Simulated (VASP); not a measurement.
# Ti2C (R-3m) in VASP: notebook, part 2 of 2

VASP 6.6.1. Earlier steps stand in the parts before.

**3. Single point, PBEsol (strain -0.080 along x and y, +0.040 along z)**

Input file INCAR:

```
SYSTEM = Ti2C
  ALGO = Normal
  EDIFF = 1E-7
  ENCUT = 520
  GGA = PS
  ISIF = 2
  ISMEAR = 0
  LASPH = .True.
  LCHARG = .False.
  LREAL = .False.
  LWAVE = .False.
  NBANDS = 21
  NELM = 60
  PREC = Accurate
  SIGMA = 0.15
```

Input file KPOINTS:

```
k-points
0
Gamma
  18 18 18
  0 0 0
```

Input file POSCAR:

```
Ti2C
1.0
    1.4042913076      0.8107679645      4.9636526560
   -1.4042913076      0.8107679645      4.9636526560
    0.0000000000     -1.6215359289      4.9636526560
Ti C
2 1
Direct
    0.2458180107      0.2458180107      0.2458180107
    0.7541819893      0.7541819893      0.7541819893
    0.5000000000      0.5000000000      0.5000000000
```

Potentials or basis: VASP PAW PBE potentials, release 64 (Ti_sv, C).

Run with:

```console
$ cat potpaw_PBE.64/Ti_sv/POTCAR potpaw_PBE.64/C/POTCAR > POTCAR
$ mpirun -np 1 vasp_std > vasp.out
```

OUTCAR:

```text
SYSTEM = Ti2C
   EDIFF = 1E-7
   ENCUT = 520
   GGA = PS
   ISIF = 2
   ISMEAR = 0
   LASPH = .True.
   LREAL = .False.
   NELM = 60
   PREC = Accurate

 ion  position               nearest neighbor table
   1  0.246  0.246  0.246-   3 2.00   3 2.00   3 2.00   2 2.86   2 2.86   2 2.86
   2  0.754  0.754  0.754-   3 2.00   3 2.00   3 2.00   1 2.86   1 2.86   1 2.86
   3  0.500  0.500  0.500-   1 2.00   2 2.00   1 2.00   1 2.00   2 2.00   2 2.00

  LATTYP: Found a trigonal (rhomboedric) cell.
 ALAT       =     5.2218029892
 COS(alpha) =     0.8553549933

  Lattice vectors:

 A1 = (   1.4042913076,   0.8107679645,   4.9636526560)
 A2 = (  -1.4042913076,   0.8107679645,   4.9636526560)
 A3 = (   0.0000000000,  -1.6215359289,   4.9636526560)

Analysis of symmetry for initial positions (statically):
=====================================================================
 Subroutine PRICEL returns:
 Original cell was already a primitive cell.

 Routine SETGRP: Setting up the symmetry group for a
 trigonal (rhombohedral) supercell.

 Subroutine GETGRP returns: Found 12 space group operations
 (whereof 12 operations were pure point group operations)
 out of a pool of 12 trial point group operations.

The static configuration has the point symmetry D_3d.

Analysis of symmetry for dynamics (positions and initial velocities):
=====================================================================
 Subroutine PRICEL returns:
 Original cell was already a primitive cell.

 Routine SETGRP: Setting up the symmetry group for a
 trigonal (rhombohedral) supercell.

 Subroutine GETGRP returns: Found 12 space group operations
 (whereof 12 operations were pure point group operations)
 out of a pool of 12 trial point group operations.

The dynamic configuration has the point symmetry D_3d.

[... 113 lines left out ...]
   EMIN   =  10.00;   EMAX   =-10.00  energy-range for DOS
   EFERMI =   0.00;   METHOD = LEGACY
   ISMEAR =     0;   SIGMA  =   0.15  broadening in eV -4-tet -1-fermi 0-gaus
   EFERMI_NEDOS =   21; number of points for ismear=-14 and -15
   IALGO  =     38    algorithm
   IMIX   =      4    mixing-type and parameters
     AMIX     =   0.40;   BMIX     =  1.00
     AMIX_MAG =   1.60;   BMIX_MAG =  1.00
  volume/ion in A,a.u.               =      11.30        76.27
  Fermi-wavevector in a.u.,A,eV,Ry     =   1.535885  2.902402 32.095365  2.358943
  Thomas-Fermi vector in A             =   2.642611
   LORBIT       =      0    0 simple, 1 ext, 2 COOP (PROOUT), +10 PAW based schemes
   GGA     = PS    functional components
   LHFCALC =     F    Hartree Fock is set to
   AEXX    =    0.0000 exact exchange contribution
   IVDW    =     0    specifies the selected vdW correction
   LEPSILON=     F    determine dielectric tensor
   LRPA    =     F    only Hartree local field effects (RPA)
 non-spin polarized calculation
 Gauss-broadening in eV      SIGMA  =   0.15
  energy-cutoff  :      520.00
  volume of cell :       33.91
 maximum number of plane-waves:       929
   NGX = 19   NGY = 19   NGZ = 19

 number of electron      27.9999997 magnetization

 Free energy of the ion-electron system (eV)
  ---------------------------------------------------
  ext. energy  EPLUGINS =         0.00000000
  ---------------------------------------------------
  free energy    TOTEN  =       -27.71879989 eV

  energy without entropy =      -27.70602605  energy(sigma->0) =      -27.71241297

 E-fermi :   9.9709     XC(G=0): -12.7284

 val. band max:        9.9557057995   @ k =  -0.3889   0.3333   0.1667
 cond. band min:       9.9715225786   @ k =   0.5000   0.2778   0.1667
 fundamental gap:      0.0158167792
 Fermi energy:         9.9708648088

 k-point     1 :       0.0000    0.0000    0.0000
  band No.  band energies     occupation
      1     -46.1693      2.00000
      2     -46.0434      2.00000
      3     -22.9962      2.00000
      4     -22.2259      2.00000
      5     -22.1053      2.00000
      6     -22.1053      2.00000
[... 565 lines left out ...]
     20      13.7504      0.00000
     21      15.6304      0.00000

 [... further k-points ...]

------------------------ aborting loop because EDIFF is reached ----------------------------------------

  FORCE on cell =-STRESS in cart. coord.  units (eV):
  Direction    XX          YY          ZZ          XY          YZ          ZX
  --------------------------------------------------------------------------------------
  -------------------------------------------------------------------------------------
  Total        9.4176167      9.4176167      2.2890343      0.0000000      0.0000000      0.0000000
  in kB      444.9847954    444.9847954    108.1574558      0.0000000      0.0000000      0.0000000
  external PRESSURE =     332.7090155 kB  Pullay stress =       0.0000000 kB

 VOLUME and BASIS-vectors are now :
 -----------------------------------------------------------------------------
  energy-cutoff  :      520.00
  volume of cell :       33.91
      direct lattice vectors                 reciprocal lattice vectors
     1.404291308  0.810767964  4.963652656     0.356051481  0.205566418  0.067154847
    -1.404291308  0.810767964  4.963652656    -0.356051481  0.205566418  0.067154847
     0.000000000 -1.621535929  4.963652656     0.000000000 -0.411132837  0.067154847

 POSITION                                       TOTAL-FORCE (eV/Angst)
 -----------------------------------------------------------------------------------
      0.00000      0.00000      3.66047        -0.000000      0.000000      0.996019
      0.00000      0.00000     11.23049        -0.000000     -0.000000     -0.996019
      0.00000      0.00000      7.44548         0.000000      0.000000     -0.000000
 -----------------------------------------------------------------------------------
    total drift:                                0.000000     -0.000000      0.000000

  FREE ENERGIE OF THE ION-ELECTRON SYSTEM (eV)
  ---------------------------------------------------
  free  energy   TOTEN  =       -27.7187998949 eV

  energy  without entropy=      -27.7060260477  energy(sigma->0) =      -27.71241297
```

OSZICAR:

```text
N       E                     dE             d eps       ncg     rms          rms(c)
DAV:   1     0.315280471498E+03    0.31528E+03   -0.14691E+04 24496   0.169E+03
DAV:   2     0.414095623100E+01   -0.31114E+03   -0.30106E+03 25165   0.473E+02
DAV:   3    -0.331160728682E+02   -0.37257E+02   -0.36732E+02 39892   0.142E+02
DAV:   4    -0.355219902415E+02   -0.24059E+01   -0.24008E+01 30862   0.344E+01
DAV:   5    -0.356279633275E+02   -0.10597E+00   -0.10596E+00 34033   0.616E+00    0.257E+01
DAV:   6    -0.278792912504E+02    0.77487E+01   -0.56128E+01 31860   0.648E+01    0.697E+00
DAV:   7    -0.276952257579E+02    0.18407E+00   -0.30963E+00 36400   0.181E+01    0.508E+00
DAV:   8    -0.277137838220E+02   -0.18558E-01   -0.28115E-01 31999   0.453E+00    0.643E-01
DAV:   9    -0.277162608553E+02   -0.24770E-02   -0.43213E-02 37646   0.162E+00    0.572E-01
DAV:  10    -0.277189085429E+02   -0.26477E-02   -0.86117E-03 27185   0.101E+00    0.682E-02
DAV:  11    -0.277188071891E+02    0.10135E-03   -0.77426E-04 36876   0.291E-01    0.622E-02
DAV:  12    -0.277188058821E+02    0.13070E-05   -0.79195E-05 31931   0.890E-02    0.145E-02
DAV:  13    -0.277187998571E+02    0.60250E-05   -0.59272E-06 37070   0.229E-02    0.492E-03
DAV:  14    -0.277187998663E+02   -0.91532E-08   -0.10559E-06 32981   0.128E-02    0.172E-03
DAV:  15    -0.277187998949E+02   -0.28601E-07   -0.80708E-08 15183   0.299E-03
   1 F= -.27718800E+02 E0= -.27712413E+02  d E =-.127738E-01
```

stdout:

```text
POSCAR found type information on POSCAR TiC
 POSCAR found :  2 types and       3 ions
 scaLAPACK will be used
 -----------------------------------------------------------------------------
|                                                                             |
|                                                                             |
|     You enforced a specific xc type in the INCAR file but a different       |
|     I HOPE YOU KNOW WHAT YOU ARE DOING!                                     |
|                                                                             |
 -----------------------------------------------------------------------------

 LDA part: xc-table for (Slater+PW92), standard interpolation
 POSCAR, INCAR and KPOINTS ok, starting setup
 FFT: planning ... GRIDC
 FFT: planning ... GRID_SOFT
 FFT: planning ... GRID
 WAVECAR not read
 entering main loop
```

Run time: 14 min. Hardware: 1 thread of AMD EPYC 7R13 (Zen 3), shared host; peak memory 0.49 GiB.

Results:

- Free energy: -27.7188 eV
- Pressure: 33.3 GPa
- Largest force: 0.996 eV/Å
- Band gap on the k mesh: zero (bands 14 and 15 overlap by 0.76 eV)

Forces in eV/Å, atoms in the order of the input:
```
Ti   0.000  0.000  0.996
Ti   0.000  0.000 -0.996
C    0.000  0.000  0.000
```

Caveat: the cell differs from its parent crystal (strain -0.080 along x and y, +0.040 along z); the stress differs along the axes, from 11 to 44 GPa; the PAW data sets were made with another functional, which shifts forces and pressure a little.
